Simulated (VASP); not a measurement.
Here is a VASP 6.6.1 calculation.

POSCAR

```
Be
1.0
    2.0730798204      0.0000000000      0.0000000000
   -1.0365399102      1.7953397885      0.0000000000
    0.0000000000      0.0000000000      3.2967725106
Be
2
Direct
    0.3333333333      0.6666666667      0.2500000000
    0.6666666667      0.3333333333      0.7500000000
```

The input INCAR.step1:

```
PREC = Accurate
ENCUT = 520
ISMEAR = -1
SIGMA = 0.1
LREAL = F
LASPH = T
NELM = 60
NBANDS = 9
GGA = PE
ALGO = Normal
EDIFF = 1E-4
LWAVE = T
LCHARG = F
```

The input INCAR.step2:

```
PREC = Accurate
ENCUT = 520
EDIFF = 1E-7
ISMEAR = -1
SIGMA = 0.1
LREAL = F
LASPH = T
NELM = 60
ALGO = Normal
ISIF = 2
LWAVE = F
LCHARG = F
METAGGA = R2SCAN
LMIXTAU = T
NBANDS = 9
ISTART = 1
```

Contents of KPOINTS:

```
regular mesh
0
Gamma
  24 24 12
```

Potentials or basis: VASP PAW PBE potentials, release 64 (Be).

Run with:

```bash
$ cat potpaw_PBE.64/Be/POTCAR > POTCAR
$ cp INCAR.step1 INCAR
$ mpirun -np 1 vasp_std > vasp.out
$ cp INCAR.step2 INCAR
$ mpirun -np 1 vasp_std > vasp.out
```

(1) Estimate the pressure.

(2) What does it give for the band gap on the k mesh?

Answers

(1) 48.4 GPa.

(2) zero (bands 2 and 3 overlap by 2.49 eV).

Caveat: the cell stands under pressure; the PAW data sets were made with another functional, which shifts forces and pressure a little.
